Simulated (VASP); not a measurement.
Write the native input for VASP 6.6.1 that does the following.

| Quantity | Value |
| --- | --- |
| Task | single point |
| Functional | LDA |
| Potentials or basis | VASP PAW LDA potentials, release 64 (Mg, Cd) |
| Cutoff | 520 eV |
| k mesh | 5 × 5 × 5 |
| Occupations | fermi-dirac, width 0.15 eV |
| Spin | no spin polarisation |
| Dipole correction | no |
| Further INCAR settings | ALGO = Normal; EDIFF = 1e-06; NBANDS = 27 |

The structure of MgCd3 lies in POSCAR:

```
MgCd3
1.0
    0.0000000000      3.5403250000      3.5403250000
    3.5403250000      0.0000000000      3.5403250000
    3.5403250000      3.5403250000      0.0000000000
Mg Cd
1 3
Direct
    0.5000000000      0.5000000000      0.5000000000
    0.0000000000      0.0000000000      0.0000000000
    0.2500000000      0.2500000000      0.2500000000
    0.7500000000      0.7500000000      0.7500000000
```

These files were run (other wordings do the same):

INCAR

```
  PREC = Accurate
  ENCUT = 520
  EDIFF = 1E-6
  ISMEAR = -1
  SIGMA = 0.15
  LREAL = False
  LASPH = True
  NELM = 100
  ALGO = Normal
  ISIF = 2
  LWAVE = False
  LCHARG = False
  NBANDS = 27
```

KPOINTS

```
regular mesh
0
Gamma
  5 5 5
```

Potentials or basis: VASP PAW LDA potentials, release 64 (Mg, Cd).

Command:

```sh
$ cat potpaw_LDA.64/Mg/POTCAR potpaw_LDA.64/Cd/POTCAR > POTCAR
$ mpirun -np 1 vasp_std > vasp.out
```

Results of the run:

```
Pressure               : -5.1 GPa
Band gap on the k mesh : zero (band 19 reaches 4.13 eV, above the bottom of band 20 at 1.15 eV)
```

It took 13 s on 1 thread of Intel(R) Xeon(R) 6975P-C (Granite Rapids) (shared host), peak memory 0.2 GiB.
